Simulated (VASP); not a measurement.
HfTi3O8, 12 atoms in the cell. The structure is monoclinic, space group Cm (No. 8). The conventional cell has a = 6.736 Å, b = 6.590 Å, c = 6.121 Å, α = 90.00°, β = 90.30°, γ = 90.00°. Within 2.7 Å of Hf (site symmetry m) lie 6 O at 2.07 to 2.10 Å. Ti (site symmetry m) has 6 O at 1.79 to 2.27 Å within 2.4 Å. Ti (site symmetry m) has 6 O at 1.84 to 2.14 Å within 2.4 Å. Within 2.5 Å of Ti (site symmetry m) lie 6 O at 1.91 to 2.20 Å. O (site symmetry 1) has 2 Ti at 1.96 to 1.99 Å and 1 Hf at 2.07 Å and 10 O at 2.62 to 2.97 Å within 3.0 Å. O (site symmetry 1) has 2 Ti at 1.96 to 1.99 Å and 1 Hf at 2.09 Å and 10 O at 2.64 to 2.97 Å within 3.0 Å. O (site symmetry m) has 2 Ti at 1.84 to 2.27 Å and 1 Hf at 2.09 Å within 2.4 Å. O (site symmetry m) has 3 Ti at 1.91 to 2.10 Å within 2.5 Å. 

- Program: VASP 6.6.1
- Task: single point
- Functional: PBE
- Potentials or basis: VASP PAW PBE potentials, release 64 (Hf_pv, Ti_sv, O)
- Cutoff: 520 eV
- k mesh: 4 × 4 × 4
- Occupations: gaussian, width 0.1 eV
- Spin: no spin polarisation
- Dipole correction: no
- Further INCAR settings: ALGO = Normal; EDIFF = 1e-06; NBANDS = 59

Potentials or basis: VASP PAW PBE potentials, release 64 (Hf_pv, Ti_sv, O).

Run with:

```sh
$ cat potpaw_PBE.64/Hf_pv/POTCAR potpaw_PBE.64/Ti_sv/POTCAR potpaw_PBE.64/O/POTCAR > POTCAR
$ mpirun -np 1 vasp_std > vasp.out
```

Hardware: 1 thread of Oxide Virtual Turin-like Processor, on a shared host.

Problem. Estimate the wall time of this run.

Solution. Run time: 6.2 min on 1 thread of Oxide Virtual Turin-like Processor, on a shared host, peak memory 0.29 GiB. Counts: scf iterations 18, k points 24.
